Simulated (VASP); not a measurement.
Wanted: the native input for a VASP 6.6.1 run.

```yaml
Task: single point
Functional: PBE
Potentials_or_basis: VASP PAW PBE potentials, release 64 (Ni)
Cutoff: 520 eV
k_mesh: 18 × 18 × 17
Occupations: fermi-dirac, width 0.1 eV
Spin: collinear spin, ferromagnetic start
Starting_moments: "[1.0] μB"
Dipole_correction: no
Further_INCAR_settings: ALGO = Normal; EDIFF = 1e-06; NBANDS = 15
```

The structure of Ni lies in POSCAR:

```
Ni
1.0
    1.9301053075      0.0000000000      0.0000000000
   -0.9650526538      1.6715202282      0.0000000000
    0.0000000000      0.0000000000      1.8375536626
Ni
1
Direct
    0.0000000000      0.0000000000      0.0000000000
```

This cell differs from its parent crystal: volume scaled by 0.5.

The input as run:

INCAR

```
SYSTEM = Ni
ALGO = Normal
EDIFF = 1E-6
ENCUT = 520
GGA = PE
ISIF = 2
ISMEAR = -1
ISPIN = 2
LASPH = .True.
LCHARG = .True.
LELF = .True.
LMAXMIX = 4
LORBIT = 11
LREAL = .False.
LVHAR = .True.
LWAVE = .False.
MAGMOM = 1
NBANDS = 15
NELM = 150
PREC = Accurate
SIGMA = 0.1
```

KPOINTS

```
k-points
0
Gamma
  18 18 17
  0 0 0
```

Potentials or basis: VASP PAW PBE potentials, release 64 (Ni).

Run with:

```sh
$ cat potpaw_PBE.64/Ni/POTCAR > POTCAR
$ mpirun -np 1 vasp_std > vasp.out
```

It gave:

| Property | Result |
| --- | --- |
| Pressure | 573.5 GPa |
| Band gap on the k mesh | zero (filled and empty bands overlap) |
| Net moment | 0.00 μB per cell |

It took 16 s on 1 thread of Intel(R) Xeon(R) 6975P-C (Granite Rapids) (shared host), peak memory 0.15 GiB.
